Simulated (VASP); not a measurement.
# Ga2O3 (R-3c) in VASP: a series of runs

The runs below take Ga2O3 through single point, with PBE.

Program: VASP 6.6.1. These are calculated values, not measurements. Logs are shortened: lines on timing, memory, paths and dates and some standing lists are left out, and cuts for length are marked.

## Step 1: The cell of the first run

Symmetry: R-3c, No. 167, trigonal system. Conventional cell: a = 4.805 Å, b = 4.805 Å, c = 12.942 Å, α = 90.00°, β = 90.00°, γ = 120.00°. Within 2.5 Å of Ga (site symmetry 3) lie 6 O at 1.85 to 2.00 Å. O (site symmetry 2) has 4 Ga at 1.85 to 2.00 Å and 12 O at 2.52 to 2.91 Å within 3.0 Å.

## Step 2: Single point, PBE (strain -0.050 along x and y, -0.050 along z)

INCAR

```
  PREC = Accurate
  ENCUT = 520
  EDIFF = 1E-6
  ISMEAR = 0
  SIGMA = 0.05
  LREAL = False
  LASPH = True
  NELM = 80
  ALGO = Normal
  ISIF = 2
  LWAVE = False
  LCHARG = False
  GGA = PE
  NBANDS = 55
```

KPOINTS

```
Automatic mesh
0
Gamma
  6 6 6
```

POSCAR

```
Ga2O3
1.0
    2.4022883282      1.3869618130      4.3139834531
   -2.4022883282      1.3869618130      4.3139834531
    0.0000000000     -2.7739236259      4.3139834531
Ga O
4 6
Direct
    0.3558687539      0.3558687539      0.3558687539
    0.1441312461      0.1441312461      0.1441312461
    0.6441312461      0.6441312461      0.6441312461
    0.8558687539      0.8558687539      0.8558687539
    0.5531733332      0.9468266668      0.2500000000
    0.2500000000      0.5531733332      0.9468266668
    0.9468266668      0.2500000000      0.5531733332
    0.4468266668      0.0531733332      0.7500000000
    0.7500000000      0.4468266668      0.0531733332
    0.0531733332      0.7500000000      0.4468266668
```

Potentials or basis: VASP PAW PBE potentials, release 64 (Ga_d, O).

Started as:

```bash
cat potpaw_PBE.64/Ga_d/POTCAR potpaw_PBE.64/O/POTCAR > POTCAR
mpirun -np 1 vasp_std > vasp.out
```

OUTCAR:

```text
PREC = Accurate
   ENCUT = 520
   EDIFF = 1E-6
   ISMEAR = 0
   LREAL = False
   LASPH = True
   NELM = 80
   ISIF = 2
   GGA = PE

 ion  position               nearest neighbor table
   1  0.356  0.356  0.356-  10 1.85   8 1.85   9 1.85   6 2.00   5 2.00   7 2.00   2 2.74   3 2.83
                             3 2.83   3 2.83
   2  0.144  0.144  0.144-   9 1.85   8 1.85  10 1.85   7 2.00   5 2.00   6 2.00   1 2.74   4 2.83
                             4 2.83   4 2.83
   3  0.644  0.644  0.644-   7 1.85   5 1.85   6 1.85   9 2.00   8 2.00  10 2.00   4 2.74   1 2.83
                             1 2.83   1 2.83
   4  0.856  0.856  0.856-   6 1.85   5 1.85   7 1.85  10 2.00   8 2.00   9 2.00   3 2.74   2 2.83
                             2 2.83   2 2.83
   5  0.553  0.947  0.250-   3 1.85   4 1.85   1 2.00   2 2.00
   6  0.250  0.553  0.947-   4 1.85   3 1.85   1 2.00   2 2.00
   7  0.947  0.250  0.553-   3 1.85   4 1.85   2 2.00   1 2.00
   8  0.447  0.053  0.750-   1 1.85   2 1.85   3 2.00   4 2.00
   9  0.750  0.447  0.053-   2 1.85   1 1.85   3 2.00   4 2.00
  10  0.053  0.750  0.447-   1 1.85   2 1.85   4 2.00   3 2.00

  LATTYP: Found a trigonal (rhomboedric) cell.
 ALAT       =     5.1288503113
 COS(alpha) =     0.5612266821

  Lattice vectors:

 A1 = (   2.4022883282,   1.3869618130,   4.3139834531)
 A2 = (  -2.4022883282,   1.3869618130,   4.3139834531)
 A3 = (   0.0000000000,  -2.7739236259,   4.3139834531)

Analysis of symmetry for initial positions (statically):
=====================================================================
 Subroutine PRICEL returns:
 Original cell was already a primitive cell.

 Routine SETGRP: Setting up the symmetry group for a
 trigonal (rhombohedral) supercell.

 Subroutine GETGRP returns: Found 12 space group operations
 (whereof  6 operations were pure point group operations)
 out of a pool of 12 trial point group operations.

The static configuration has the point symmetry S_6 .
 The point group associated with its full space group is D_3d.

Analysis of symmetry for dynamics (positions and initial velocities):
=====================================================================
 Subroutine PRICEL returns:
 Original cell was already a primitive cell.

 Routine SETGRP: Setting up the symmetry group for a
 trigonal (rhombohedral) supercell.

 Subroutine GETGRP returns: Found 12 space group operations
 (whereof  6 operations were pure point group operations)
 out of a pool of 12 trial point group operations.

The dynamic configuration has the point symmetry S_6 .
 The point group associated with its full space group is D_3d.

 Subroutine INISYM returns: Found 12 space group operations
 (whereof  6 operations are pure point group operations),
 and found     1 'primitive' translations

----------------------------------------------------------------------------------------

                                     Primitive cell

  volume of cell :      86.2421

  direct lattice vectors                    reciprocal lattice vectors
     2.402288328  1.386961813  4.313983453     0.208134883  0.120166731  0.077268107
    -2.402288328  1.386961813  4.313983453    -0.208134883  0.120166731  0.077268107
     0.000000000 -2.773923626  4.313983453     0.000000000 -0.240333461  0.077268107

  length of vectors
     5.128850311  5.128850311  5.128850311     0.252449070  0.252449070  0.252449070

  position of ions in fractional coordinates (direct lattice)
     0.355868754  0.355868754  0.355868754
     0.144131246  0.144131246  0.144131246
     0.644131246  0.644131246  0.644131246
     0.855868754  0.855868754  0.855868754
     0.553173333  0.946826667  0.250000000
     0.250000000  0.553173333  0.946826667
     0.946826667  0.250000000  0.553173333
     0.446826667  0.053173333  0.750000000
     0.750000000  0.446826667  0.053173333
     0.053173333  0.750000000  0.446826667

  ion indices of the primitive-cell ions
   primitive index   ion index
                 1           1
                 2           2
                 3           3
                 4           4
                 5           5
                 6           6
                 7           7
                 8           8
                 9           9
                10          10

----------------------------------------------------------------------------------------

 KPOINTS: Automatic mesh

Automatic generation of k-mesh.
 Grid dimensions read from file:
 generate k-points for:    6    6    6

 Generating k-lattice:

  Cartesian coordinates                     Fractional coordinates (reciprocal lattice)
     0.034689147  0.020027788  0.012878018     0.166666667  0.000000000 -0.000000000
    -0.034689147  0.020027788  0.012878018     0.000000000  0.166666667 -0.000000000
     0.000000000 -0.040055577  0.012878018    -0.000000000 -0.000000000  0.166666667

  Length of vectors
     0.042074845  0.042074845  0.042074845

  Shift w.r.t. Gamma in fractional coordinates (k-lattice)
     0.000000000  0.000000000  0.000000000

 Subroutine IBZKPT returns following result:
 ===========================================

 Found     32 irreducible k-points:

 Following reciprocal coordinates:
            Coordinates               Weight
  0.000000  0.000000  0.000000      1.000000
  0.166667 -0.000000  0.000000      6.000000
  0.333333  0.000000  0.000000      6.000000
  0.500000  0.000000  0.000000      3.000000
  0.166667  0.166667  0.000000      6.000000
  0.333333  0.166667  0.000000     12.000000
[... 16 lines left out ...]
  0.500000  0.500000  0.166667      6.000000
 -0.333333  0.500000  0.166667     12.000000
 [... further k-points ...]
   k-points           NKPTS =     32   k-points in BZ     NKDIM =     32   number of bands    NBANDS=     55
   number of dos      NEDOS =    301   number of ions     NIONS =     10
   total plane-waves  NPLWV =  64000
   dimension x,y,z NGX =    40 NGY =   40 NGZ =   40
   dimension x,y,z NGXF=    80 NGYF=   80 NGZF=   80
   ions per type =               4   6
   NGX,Y,Z   is equivalent  to a cutoff of  12.97, 12.97, 12.97 a.u.
   NGXF,Y,Z  is equivalent  to a cutoff of  25.93, 25.93, 25.93 a.u.
 SYSTEM =  unknown system
   PREC   = accura    normal or accurate (medium, high low for compatibility)
   ISTART =      0    job   : 0-new  1-cont  2-samecut
   ICHARG =      2    charge: 1-file 2-atom 10-const
   ISPIN  =      1    spin polarized calculation?
   LNONCOLLINEAR =      F non collinear calculations
   LSORBIT =      F    spin-orbit coupling
   LASPH  =      T    aspherical Exc in radial PAW
   ENCUT  =  520.0 eV  38.22 Ry    6.18 a.u.   9.54  9.54  9.54*2*pi/ulx,y,z
   NELM   =     80;   NELMIN=  2; NELMDL= -5     # of ELM steps
   EDIFF  = 0.1E-05   stopping-criterion for ELM
   LREAL  =      F    real-space projection
   EDIFFG = 0.1E-04   stopping-criterion for IOM
   NSW    =      0    number of steps for IOM
   IBRION =     -1    ionic relax: 0-MD 1-quasi-New 2-CG
   NFREE  =      0    steps in history (QN), initial steepest desc. (CG)
   ISIF   =      2    stress and relaxation
   ISYM   =      2    0-nonsym 1-usesym 2-fastsym
   POTIM  = 0.5000    time-step for ionic-motion
   TEBEG  =    0.0;   TEEND  =   0.0 temperature during run
   PSTRESS=    0.0 pullay stress
   NELECT =      88.0000    total number of electrons
   NUPDOWN=      -1.0000    fix difference up-down
   EMIN   =  10.00;   EMAX   =-10.00  energy-range for DOS
   EFERMI =   0.00;   METHOD = LEGACY
   ISMEAR =     0;   SIGMA  =   0.05  broadening in eV -4-tet -1-fermi 0-gaus
   EFERMI_NEDOS =   21; number of points for ismear=-14 and -15
   IALGO  =     38    algorithm
   IMIX   =      4    mixing-type and parameters
     AMIX     =   0.40;   BMIX     =  1.00
     AMIX_MAG =   1.60;   BMIX_MAG =  1.00
  volume/ion in A,a.u.               =       8.62        58.20
  Fermi-wavevector in a.u.,A,eV,Ry     =   1.648147  3.114546 36.958708  2.716388
  Thomas-Fermi vector in A             =   2.737486
   LORBIT       =      0    0 simple, 1 ext, 2 COOP (PROOUT), +10 PAW based schemes
   GGA     = PE    functional components
   LHFCALC =     F    Hartree Fock is set to
   AEXX    =    0.0000 exact exchange contribution
   IVDW    =     0    specifies the selected vdW correction
   LEPSILON=     F    determine dielectric tensor
   LRPA    =     F    only Hartree local field effects (RPA)
 non-spin polarized calculation
 Gauss-broadening in eV      SIGMA  =   0.05
  energy-cutoff  :      520.00
  volume of cell :       86.24
 maximum number of plane-waves:      2334
 NGX is ok and might be reduce to    40
   NGX = 19   NGY = 19   NGZ = 19

 number of electron      88.0000014 magnetization

 Free energy of the ion-electron system (eV)
  ---------------------------------------------------
  ext. energy  EPLUGINS =         0.00000000
  ---------------------------------------------------
  free energy    TOTEN  =       -57.57471539 eV

  energy without entropy =      -57.57471539  energy(sigma->0) =      -57.57471539

 E-fermi :   6.1480     XC(G=0): -12.8494

 val. band max:        5.8417679134   @ k =  -0.1667   0.1667   0.0000
 cond. band min:       9.9480773948   @ k =   0.0000   0.0000   0.0000
 fundamental gap:      4.1063094814
 Fermi energy:         6.1479691576

 k-point     1 :       0.0000    0.0000    0.0000
  band No.  band energies     occupation
      1     -14.1524      2.00000
      2     -11.6836      2.00000
      3     -11.6836      2.00000
      4     -11.6687      2.00000
      5     -11.6206      2.00000
      6     -11.6206      2.00000
[... 47 lines left out ...]
     54      17.8391      0.00000
     55      19.4555      0.00000

 k-point     2 :       0.1667   -0.0000    0.0000
  band No.  band energies     occupation
      1     -14.0033      2.00000
      2     -11.8589      2.00000
      3     -11.7005      2.00000
      4     -11.6957      2.00000
      5     -11.6323      2.00000
      6     -11.6195      2.00000
[... 47 lines left out ...]
     54      18.4883      0.00000
     55      19.2282      0.00000

 k-point     3 :       0.3333    0.0000    0.0000
  band No.  band energies     occupation
      1     -13.5823      2.00000
      2     -12.3375      2.00000
      3     -11.7429      2.00000
      4     -11.7317      2.00000
      5     -11.6453      2.00000
      6     -11.6361      2.00000
[... 1152 lines left out ...]
 k-point    23 :       0.5000    0.5000    0.1667
  band No.  band energies     occupation
      1     -13.1378      2.00000
      2     -12.4318      2.00000
      3     -12.0629      2.00000
      4     -11.8119      2.00000
      5     -11.7475      2.00000
      6     -11.6326      2.00000
[... 47 lines left out ...]
     54      18.9203      0.00000
     55      19.1846      0.00000

 k-point    24 :      -0.3333    0.5000    0.1667
  band No.  band energies     occupation
      1     -12.8964      2.00000
      2     -12.5132      2.00000
      3     -12.1553      2.00000
      4     -11.9824      2.00000
      5     -11.6789      2.00000
      6     -11.6191      2.00000
[... 47 lines left out ...]
     54      18.8221      0.00000
     55      19.1786      0.00000

 [... further k-points ...]

------------------------ aborting loop because EDIFF is reached ----------------------------------------

  FORCE on cell =-STRESS in cart. coord.  units (eV):
  Direction    XX          YY          ZZ          XY          YZ          ZX
  --------------------------------------------------------------------------------------
  -------------------------------------------------------------------------------------
  Total       25.1838671     25.1838671     22.1999207     -0.0000000      0.0000000      0.0000000
  in kB      467.8575486    467.8575486    412.4227801     -0.0000000      0.0000000      0.0000000
  external PRESSURE =     449.3792924 kB  Pullay stress =       0.0000000 kB

 VOLUME and BASIS-vectors are now :
 -----------------------------------------------------------------------------
  energy-cutoff  :      520.00
  volume of cell :       86.24
      direct lattice vectors                 reciprocal lattice vectors
     2.402288328  1.386961813  4.313983453     0.208134883  0.120166731  0.077268107
    -2.402288328  1.386961813  4.313983453    -0.208134883  0.120166731  0.077268107
     0.000000000 -2.773923626  4.313983453     0.000000000 -0.240333461  0.077268107

 POSITION                                       TOTAL-FORCE (eV/Angst)
 -----------------------------------------------------------------------------------
      0.00000      0.00000      4.60564         0.000000      0.000000      0.056136
      0.00000      0.00000      1.86534         0.000000     -0.000000     -0.056136
      0.00000      0.00000      8.33631         0.000000     -0.000000     -0.056136
      0.00000      0.00000     11.07661         0.000000      0.000000      0.056136
     -0.94567      1.38696      7.54947         0.018597      0.000000      0.000000
     -0.72831     -1.51245      7.54947        -0.009298      0.016105     -0.000000
      1.67398      0.12549      7.54947        -0.009298     -0.016105     -0.000000
      0.94567     -1.38696      5.39248        -0.018597      0.000000      0.000000
      0.72831      1.51245      5.39248         0.009298     -0.016105     -0.000000
     -1.67398     -0.12549      5.39248         0.009298      0.016105     -0.000000
 -----------------------------------------------------------------------------------
    total drift:                               -0.000000      0.000000     -0.000000

  FREE ENERGIE OF THE ION-ELECTRON SYSTEM (eV)
  ---------------------------------------------------
  free  energy   TOTEN  =       -57.5747153853 eV

  energy  without entropy=      -57.5747153853  energy(sigma->0) =      -57.57471539
```

Wall time 2.8 min (1 thread of Intel Xeon Platinum 8488C (Sapphire Rapids), shared host); peak memory 0.29 GiB.

What came out:

```
Free energy            : -57.5747 eV
Pressure               : 44.9 GPa
Largest force          : 0.056 eV/Å
Band gap on the k mesh : 4.11 eV (least direct gap 4.37 eV)
```

Forces on the atoms (eV/Å):
```
Ga   0.000  0.000  0.056
Ga   0.000  0.000 -0.056
Ga   0.000  0.000 -0.056
Ga   0.000  0.000  0.056
O    0.019  0.000  0.000
O   -0.009  0.016  0.000
O   -0.009 -0.016  0.000
O   -0.019  0.000  0.000
O    0.009 -0.016  0.000
O    0.009  0.016  0.000
```

Stress tensor (GPa, compression positive):
```
46.79  0.00  0.00
 0.00 46.79  0.00
 0.00  0.00 41.24
```

Levels at points of the mesh, in eV from the valence-band top:
| k point | band 42 | band 43 | band 44 | band 45 | band 46 | band 47 |
| --- | --- | --- | --- | --- | --- | --- |
| (0.00, 0.00, 0.00) | -0.32 | -0.27 | -0.27 | 4.11 | 7.60 | 7.81 |
| (0.50, 0.00, 0.00) | -1.15 | -0.17 | -0.17 | 7.59 | 7.59 | 7.87 |
| (0.50, 0.50, 0.00) | -0.69 | -0.23 | -0.14 | 7.89 | 7.99 | 8.62 |
| (0.50, 0.50, 0.50) | -0.31 | -0.31 | -0.31 | 7.06 | 7.06 | 8.92 |

Caveat: the cell differs from its parent crystal (strain -0.050 along x and y, -0.050 along z); the cell stands under pressure. A k mesh can miss the band edges.

## Step 3: Single point, PBE (strain -0.050 along x and y, -0.025 along z)

INCAR

```
SYSTEM = Ga2O3
PREC = Accurate
ENCUT = 520
EDIFF = 1E-6
ISMEAR = 0
SIGMA = 0.05
LREAL = .FALSE.
LASPH = .TRUE.
NELM = 60
ALGO = Normal
ISIF = 2
LWAVE = .FALSE.
LCHARG = .TRUE.
GGA = PE
LELF = .TRUE.
LVHAR = .TRUE.
NBANDS = 55
```

KPOINTS

```
regular mesh
0
G
  6 6 6
  0 0 0
```

Edit POSCAR of step 2 so:

```diff
@@ -2,5 +2,5 @@
 1.0
-    2.4022883282      1.3869618130      4.3139834531
-   -2.4022883282      1.3869618130      4.3139834531
-    0.0000000000     -2.7739236259      4.3139834531
+    2.4022883282      1.3869618130      4.4275093335
+   -2.4022883282      1.3869618130      4.4275093335
+    0.0000000000     -2.7739236259      4.4275093334
 Ga O
```

Potentials or basis: VASP PAW PBE potentials, release 64 (Ga_d, O).

Started as:

```bash
cat potpaw_PBE.64/Ga_d/POTCAR potpaw_PBE.64/O/POTCAR > POTCAR
mpirun -np 1 vasp_std > vasp.out
```

Run time: 2.9 min. Hardware: 1 thread of Intel Xeon Platinum 8488C (Sapphire Rapids), shared host; peak memory 0.29 GiB.

The run converged. Its results:

- Free energy: -58.0650 eV
- Pressure: 36.2 GPa
- Largest force: 0.211 eV/Å
- Band gap on the k mesh: 3.79 eV (least direct gap 4.00 eV)

Forces in eV/Å, atoms in the order of the input:
```
Ga   0.000  0.000 -0.211
Ga   0.000  0.000  0.211
Ga   0.000  0.000  0.211
Ga   0.000  0.000 -0.211
O   -0.034  0.000  0.000
O    0.017 -0.029  0.000
O    0.017  0.029  0.000
O    0.034  0.000  0.000
O   -0.017  0.029  0.000
O   -0.017 -0.029  0.000
```

Stress tensor (GPa, compression positive):
```
40.36  0.00  0.00
 0.00 40.36  0.00
 0.00  0.00 27.76
```

Levels at points of the mesh, in eV from the valence-band top:
```tsv
k point	band 41	band 42	band 43	band 44	band 45	band 46	band 47	band 48
(0.00, 0.00, 0.00)	-0.27	-0.27	-0.20	-0.20	3.79	7.45	7.58	9.97
(0.50, 0.00, 0.00)	-1.18	-1.18	-0.21	-0.21	7.24	7.24	7.64	7.64
(0.50, 0.50, 0.00)	-0.92	-0.78	-0.30	-0.17	7.53	7.66	8.52	8.77
(0.50, 0.50, 0.50)	-0.25	-0.25	-0.25	-0.25	6.82	6.82	8.59	8.59
```

Caveat: the cell differs from its parent crystal (strain -0.050 along x and y, -0.025 along z); the cell stands under pressure.

[end of part 1 of 2]
